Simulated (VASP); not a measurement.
Here is a VASP 6.6.1 calculation.

File INCAR:

```
SYSTEM = SiC
  PREC = Accurate
  ENCUT = 520
  EDIFF = 1E-6
  ISMEAR = 0
  SIGMA = 0.05
  LREAL = .FALSE.
  LASPH = .TRUE.
  NELM = 80
  ALGO = Normal
  ISIF = 2
  LWAVE = .FALSE.
  LCHARG = .FALSE.
  GGA = PE
  NBANDS = 16
```

KPOINTS

```
regular mesh
0
G
  12 12 6
  0 0 0
```

File POSCAR:

```
SiC
1.0
    3.0759982064     -0.0615199641      0.0000000000
   -1.5912769550      2.6946525708      0.0000000000
    0.0000000000      0.0000000000      5.0480000000
Si C
2 2
Direct
    0.3333333333      0.6666666667      0.0000000000
    0.6666666667      0.3333333333      0.5000000000
    0.3333333333      0.6666666667      0.3850000000
    0.6666666667      0.3333333333      0.8850000000
```

Potentials or basis: VASP PAW PBE potentials, release 64 (Si, C).

Run with:

```bash
$ cat potpaw_PBE.64/Si/POTCAR potpaw_PBE.64/C/POTCAR > POTCAR
$ mpirun -np 1 vasp_std > vasp.out
```

Task: What does it give for the pressure?

Result: 4.0 GPa.

Task: Estimate the band gap on the k mesh.

Result: 2.17 eV, indirect (least direct gap 3.89 eV).

Task: Estimate the largest force.

Result: 0.895 eV/Å.

Forces on the atoms (eV/Å):
```
Si   0.373  0.034  0.775
Si  -0.373 -0.034  0.775
C    0.446  0.034 -0.775
C   -0.446 -0.034 -0.775
```

Caveat: the cell differs from its parent crystal (strain -0.0400 x Voigt [0, 0, 0, 0, 0, 1]). A k mesh can miss the band edges.
